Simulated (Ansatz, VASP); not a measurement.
## Cd2Se in VASP and in Ansatz

```
CELL_PARAMETERS angstrom
0.00000 3.41011 3.41011
3.41011 0.00000 3.41011
3.41011 3.41011 0.00000
ATOMIC_POSITIONS crystal
Cd 0.00000 0.00000 0.00000
Cd 0.25000 0.25000 0.25000
Se 0.50000 0.50000 0.50000
```

Alike in both runs: functional PBE; k mesh 4 × 4 × 4; occupations gaussian, width 0.1 eV; no spin polarisation.

Ansatz relaxed the structure, and its values are those at the end. VASP's run is a single point on that final structure, the one shown.

```csv
,VASP,Ansatz
version,VASP 6.6.1,Ansatz 0.2.0
potentials or method,"VASP PAW PBE potentials, release 64 (Cd, Se), cutoff 520 eV","scalar-relativistic, plane waves, PAW"
valence electrons in the cell,30,56
```

VASP gave:

| Item | Value |
| --- | --- |
| gap on the k mesh at the Fermi level (eV) | 0.27 |
| least direct gap on the mesh (eV) | 0.27 |
| pressure (GPa) | 0.2 |

Problem. Estimate Ansatz's values.

Solution. gap on the k mesh at the Fermi level (eV): 0.27; least direct gap on the mesh (eV): 0.27; pressure (GPa): -0.1.

VASP's potentials hold 30 valence electrons a cell and Ansatz's 56, so a difference there can come from the potentials and not from the codes.
